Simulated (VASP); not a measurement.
# TiO2 (I4/mmm) in VASP: single point with HSE06

Aim: the single point of TiO2 with HSE06.

Program: VASP 6.6.1. These are calculated values, not measurements. Logs are shortened: lines on timing, memory, paths and dates and some standing lists are left out, and cuts for length are marked.

### 1 The cell of the first run

The structure is tetragonal, space group I4/mmm (No. 139). The conventional cell has a = 3.390 Å, b = 3.390 Å, c = 4.709 Å, α = 90.00°, β = 90.00°, γ = 90.00°. Within 2.7 Å of Ti (site symmetry 4/mmm) lie 8 O at 2.06 Å. Within 2.7 Å of O (site symmetry -4m2) lie 4 Ti at 2.06 Å and 6 O at 2.35 to 2.40 Å.

### 2 Single point, HSE06 (uniaxial x strain -1.8%)

The input, POSCAR:

```
TiO2
1.0
    0.0000000000      2.3968272579      2.3968272579
    2.3544034154      0.0000000000      2.3968272579
    2.3544034154      2.3968272579      0.0000000000
Ti O
1 2
Direct
    0.0000000000      0.0000000000      0.0000000000
    0.2500000000      0.2500000000      0.2500000000
    0.7500000000      0.7500000000      0.7500000000
```

The input, INCAR.step1:

```
ALGO = Normal
EDIFF = 1E-5
ENCUT = 520
GGA = PE
ISIF = 2
ISMEAR = 0
KPAR = 4
LASPH = T
LCHARG = F
LREAL = F
LWAVE = T
NBANDS = 19
NELM = 100
PREC = Accurate
SIGMA = 0.01
```

The input, INCAR.step2:

```
ALGO = Normal
EDIFF = 1E-6
ENCUT = 520
GGA = PE
HFSCREEN = 0.2079
ISIF = 2
ISMEAR = 0
ISTART = 1
KPAR = 4
LASPH = T
LCHARG = F
LHFCALC = T
LREAL = F
LWAVE = F
NBANDS = 19
NELM = 100
PREC = Accurate
PRECFOCK = Normal
SIGMA = 0.01
```

The input, KPOINTS:

```
k-points
0
Gamma
  6 6 6
```

Potentials or basis: VASP PAW PBE potentials, release 64 (Ti_sv, O).

Command:

```console
$ cat potpaw_PBE.64/Ti_sv/POTCAR potpaw_PBE.64/O/POTCAR > POTCAR
$ cp INCAR.step1 INCAR
$ mpirun -np 4 vasp_std > vasp.out
$ cp INCAR.step2 INCAR
$ mpirun -np 4 vasp_std > vasp.out
```

OUTCAR:

```text
EDIFF = 1E-6
   ENCUT = 520
   GGA = PE
   HFSCREEN = 0.2079
   ISIF = 2
   ISMEAR = 0
   ISTART = 1
   LASPH = T
   LHFCALC = T
   LREAL = F
   NELM = 100
   PREC = Accurate
   PRECFOCK = Normal

 ion  position               nearest neighbor table
   1  0.000  0.000  0.000-   3 2.06   3 2.06   3 2.06   2 2.06   3 2.06   2 2.06   2 2.06   2 2.06

   2  0.250  0.250  0.250-   1 2.06   1 2.06   1 2.06   1 2.06
   3  0.750  0.750  0.750-   1 2.06   1 2.06   1 2.06   1 2.06

  LATTYP: Found a body centered tetragonal cell.
 ALAT       =     3.3896256148
 C/A-ratio  =     1.3891819823

  Lattice vectors:

 A1 = (  -2.3544034154,   0.0000000000,  -2.3968272579)
 A2 = (  -2.3544034154,   0.0000000000,   2.3968272579)
 A3 = (   2.3544034154,   2.3968272579,   0.0000000000)

Analysis of symmetry for initial positions (statically):
=====================================================================
 Subroutine PRICEL returns:
 Original cell was already a primitive cell.

 Routine SETGRP: Setting up the symmetry group for a
 body centered tetragonal supercell.

 Subroutine GETGRP returns: Found 16 space group operations
 (whereof 16 operations were pure point group operations)
 out of a pool of 16 trial point group operations.

The static configuration has the point symmetry D_4h.

Analysis of symmetry for dynamics (positions and initial velocities):
=====================================================================
 Subroutine PRICEL returns:
 Original cell was already a primitive cell.

 Routine SETGRP: Setting up the symmetry group for a
 body centered tetragonal supercell.

 Subroutine GETGRP returns: Found 16 space group operations
 (whereof 16 operations were pure point group operations)
 out of a pool of 16 trial point group operations.

The dynamic configuration has the point symmetry D_4h.

 Subroutine INISYM returns: Found 16 space group operations
 (whereof 16 operations are pure point group operations),
 and found     1 'primitive' translations

----------------------------------------------------------------------------------------

[... 91 lines left out ...]
   LASPH  =      T    aspherical Exc in radial PAW
   ENCUT  =  520.0 eV  38.22 Ry    6.18 a.u.   6.30  6.25  6.25*2*pi/ulx,y,z
   NELM   =    100;   NELMIN=  2; NELMDL=  0     # of ELM steps
   EDIFF  = 0.1E-05   stopping-criterion for ELM
   LREAL  =      F    real-space projection
   EDIFFG = 0.1E-04   stopping-criterion for IOM
   NSW    =      0    number of steps for IOM
   IBRION =     -1    ionic relax: 0-MD 1-quasi-New 2-CG
   NFREE  =      0    steps in history (QN), initial steepest desc. (CG)
   ISIF   =      2    stress and relaxation
   ISYM   =      3    0-nonsym 1-usesym 2-fastsym
   POTIM  = 0.5000    time-step for ionic-motion
   TEBEG  =    0.0;   TEEND  =   0.0 temperature during run
   PSTRESS=    0.0 pullay stress
   NELECT =      24.0000    total number of electrons
   NUPDOWN=      -1.0000    fix difference up-down
   EMIN   =  10.00;   EMAX   =-10.00  energy-range for DOS
   EFERMI =   0.00;   METHOD = LEGACY
   ISMEAR =     0;   SIGMA  =   0.01  broadening in eV -4-tet -1-fermi 0-gaus
   EFERMI_NEDOS =   21; number of points for ismear=-14 and -15
   IALGO  =     38    algorithm
   IMIX   =      1    mixing-type and parameters
     AMIX     =   0.40;   BMIX     =  1.00
     AMIX_MAG =   1.60;   BMIX_MAG =  1.00
  volume/ion in A,a.u.               =       9.02        60.85
  Fermi-wavevector in a.u.,A,eV,Ry     =   1.573079  2.972688 33.668661  2.474577
  Thomas-Fermi vector in A             =   2.674417
   LORBIT       =      0    0 simple, 1 ext, 2 COOP (PROOUT), +10 PAW based schemes
   GGA     = PE    functional components
   LHFCALC =     T    Hartree Fock is set to
   PRECFOCK=normal    Normal, Fast or Accurate (Low or Medium for compatibility)
   ENCUT4O =  -1.0   cutoff for four orbital integrals eV
   NKREDX  =     1    reduce k-point grid by
   NKREDY  =     1    reduce k-point grid by
   NKREDZ  =     1    reduce k-point grid by
   AEXX    =    0.2500 exact exchange contribution
   HFSCREEN=    0.2079 screening length (either q_TF or 0.3 A-1)
   HFSCREENC=   0.2079 screening length for correlation (either q_TF or 0.3 A-1)
   ENCUTFOCK=  -1.0 apply spherical cutoff to Coloumb kernel
   IVDW    =     0    specifies the selected vdW correction
   LEPSILON=     F    determine dielectric tensor
   LRPA    =     F    only Hartree local field effects (RPA)
 non-spin polarized calculation
 Gauss-broadening in eV      SIGMA  =   0.01
  energy-cutoff  :      520.00
  volume of cell :       27.05
 maximum number of plane-waves:       740
 NGX is ok and might be reduce to    28
  NGX = 20; NGY = 20; NGZ = 20

 number of electron      23.9999997 magnetization

 Free energy of the ion-electron system (eV)
  ---------------------------------------------------
  ext. energy  EPLUGINS =         0.00000000
  ---------------------------------------------------
  free energy    TOTEN  =       -32.25257279 eV

  energy without entropy =      -32.25257279  energy(sigma->0) =      -32.25257279

 E-fermi :   7.1353     XC(G=0): -10.1003

 val. band max:        6.9933926559   @ k =   0.0000   0.5000   0.5000
 cond. band min:       9.4165691619   @ k =   0.0000   0.0000   0.0000
 fundamental gap:      2.4231765060
 Fermi energy:         7.1352984632

 k-point     1 :       0.0000    0.0000    0.0000
  band No.  band energies     occupation
      1     -55.3712      2.00000
      2     -29.7775      2.00000
      3     -29.7728      2.00000
      4     -29.7728      2.00000
      5     -14.9630      2.00000
      6     -10.7283      2.00000
[... 505 lines left out ...]
      6     -12.5654      2.00000
[... 11 lines left out ...]
     18      19.8048      0.00000
     19      24.4190      0.00000

 [... further k-points ...]
[... 5 lines left out ...]
  --------------------------------------------------------------------------------------
  -------------------------------------------------------------------------------------
  Total        1.6063983     -0.2555796     -0.2555796      0.0000000      0.0000000     -0.0000000
  in kB       95.1435776    -15.1374406    -15.1374406      0.0000000      0.0000000     -0.0000000
  external PRESSURE =      21.6228988 kB  Pullay stress =       0.0000000 kB

 VOLUME and BASIS-vectors are now :
 -----------------------------------------------------------------------------
  energy-cutoff  :      520.00
  volume of cell :       27.05
      direct lattice vectors                 reciprocal lattice vectors
     0.000000000  2.396827258  2.396827258    -0.212368024  0.208609110  0.208609110
     2.354403415  0.000000000  2.396827258     0.212368024 -0.208609110  0.208609110
     2.354403415  2.396827258  0.000000000     0.212368024  0.208609110 -0.208609110

 POSITION                                       TOTAL-FORCE (eV/Angst)
 -----------------------------------------------------------------------------------
      0.00000      0.00000      0.00000        -0.000000      0.000000      0.000000
      1.17720      1.19841      1.19841        -0.000000     -0.000000     -0.000000
      3.53161      3.59524      3.59524         0.000000      0.000000      0.000000
 -----------------------------------------------------------------------------------
    total drift:                                0.000000     -0.000000      0.000000

  FREE ENERGIE OF THE ION-ELECTRON SYSTEM (eV)
  ---------------------------------------------------
  free  energy   TOTEN  =       -32.2525727906 eV

  energy  without entropy=      -32.2525727906  energy(sigma->0) =      -32.25257279
```

Run time: 48 min. Hardware: 4 MPI ranks of Oxide Virtual Turin-like, shared host; peak memory 0.24 GiB.

What came out:

| Quantity | Value |
| --- | --- |
| Free energy | -32.2526 eV |
| Pressure | 2.2 GPa |
| Band gap on the k mesh | 2.42 eV (least direct gap 3.25 eV) |

Caveat: the cell differs from its parent crystal (uniaxial x strain -1.8%); the stress differs along the axes, from -2 to 10 GPa; the structure was generated, so it needn't be the stable form of TiO2; the PAW data sets were made with another functional, which shifts forces and pressure a little. A k mesh can miss the band edges.
